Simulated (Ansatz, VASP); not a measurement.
# One calculation of BaO, two programs

```xyz
2
Lattice="0.0000 2.6353 2.6353 2.6353 0.0000 2.6353 2.6353 2.6353 0.0000" Properties=species:S:1:pos:R:3 pbc="T T T"
Ba    0.0000    0.0000    0.0000
O     2.6353    2.6353    2.6353
```

Alike in both runs: task single point; functional PBE; k mesh 6 × 6 × 6; no spin polarisation.

|  | VASP | Ansatz |
| --- | --- | --- |
| version | VASP 6.6.1 | Ansatz 0.2.0 |
| potentials or method | VASP PAW PBE potentials, release 64 (Ba_sv, O_h), cutoff 1340 eV | plane waves, PAW |
| occupations | gaussian, width 0.01 eV | fixed |
| valence electrons in the cell | 16 | 16 |

Ansatz gave:

* pressure (GPa): 17.0

Problem. What did VASP give for the same quantities?

Solution. Pressure (GPa): 20.1.

Spin-orbit coupling is off throughout.
